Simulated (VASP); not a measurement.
The system is CsAs.

```xyz
2
Lattice="0.0000 3.2282 3.2282 3.2282 0.0000 3.2282 3.2282 3.2282 0.0000" Properties=species:S:1:pos:R:3 pbc="T T T"
Cs    0.0000    0.0000    0.0000
As    3.2282    3.2282    3.2282
```

```yaml
Program: VASP 6.6.1
Task: relaxation of cell and atoms
Functional: PBE
Potentials_or_basis: VASP PAW PBE potentials, release 64 (Cs_sv, As_d)
Cutoff: 600 eV
k_mesh: 6 × 6 × 6
Occupations: gaussian, width 0.1 eV
Spin: no spin polarisation
```

At the start: pressure 7.4 GPa; volume 33.64 Å³/atom.

Task: How do energy, volume and symmetry change on relaxing?

Result: Over 5 steps the energy falls by 247.8 meV/atom and the volume is 49.98 Å³/atom (+48.6 %); space group Fm-3m (No. 225, to 0.1 Å) before and after.

The path:
```
step  energy change (eV)  largest force (eV/Å)  pressure (GPa)  volume (Å³)
   1              0.0000                0.0000            7.36        67.29
   2             -0.4177                0.0000            1.87        83.49
   3             -0.4813                0.0000            0.68        91.78
   4             -0.4719                0.0000           -0.65       109.96
   5             -0.4956                0.0000           -0.06        99.96
```

Final structure:
```
Cs As
1.0
     0.00000    3.68358    3.68358
     3.68358    0.00000    3.68358
     3.68358    3.68358    0.00000
Cs As
1 1
Direct
  0.00000 0.00000 0.00000
  0.50000 0.50000 0.50000
```

Caveat: the volume moved by over 15 % at a fixed basis, so the end points are rough.
